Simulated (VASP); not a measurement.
Runs of VASP 6.6.1 on Sr3Ga. The structure is that of space group I4/mmm (No. 139), or close to it. The cells are those of the table. 

```csv
task,cell,k mesh,cutoff (eV),gap on the mesh (eV),pressure (GPa)
single point,"a = 6.273 Å, angles 126.6, 126.6, 78.9°, 4 atoms",6 × 6 × 6,520,none,0.0
single point,"a = 6.273 Å, angles 126.6, 126.6, 78.9°, 4 atoms",12 × 12 × 12,520,none,0.1
single point,"a = 6.211 Å, angles 135.6, 135.6, 64.7°, 4 atoms",6 × 6 × 6,520,none,(a)
relaxation of cell and atoms,"relaxed from a = 6.211 Å, angles 135.6, 135.6, 64.7°, 4 atoms",6 × 6 × 6,600,none,0.0
```

Alike in all rows: level PBE; potentials or basis VASP PAW PBE potentials, release 64 (Sr_sv, Ga_d); no spin polarisation; smearing gaussian 0.1 eV.

Question: Fill in the values left out.

Answer: (a) 8.1.

Caveats: the cell stands under pressure (at least some runs).

A k mesh can miss the band edges, and the runs leave out spin-orbit coupling on Ga, Sr.

A gap of «none» marks levels without a gap at the run's occupations.
